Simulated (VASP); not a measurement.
The system is Co.

```
CELL_PARAMETERS angstrom
2.52700 0.00000 0.00000
-1.26350 2.18845 0.00000
0.00000 0.00000 4.11900
ATOMIC_POSITIONS crystal
Co 0.33333 0.66667 0.25000
Co 0.66667 0.33333 0.75000
```

Base run:

| Item | Value |
| --- | --- |
| Program | VASP 6.6.1 |
| Functional | PBE |
| Potentials or basis | VASP PAW PBE potentials, release 64 (Co) |
| Cutoff | 520 eV |
| k mesh | 13 × 13 × 7 |
| Occupations | fermi-dirac, width 0.1 eV |
| Spin | collinear spin, ferromagnetic start |
| Starting moments | [0.3, 0.3] μB |

Its results: pressure -19.2 GPa; net moment 0.00 μB per cell.

Problem. The run is repeated on the same cell with these changes: moments at the start from [0.3, 0.3] to [1.89, 1.89]. What comes out?

Solution. Pressure -9.5 GPa; net moment 3.26 μB per cell; site moments Co +1.66 μB.
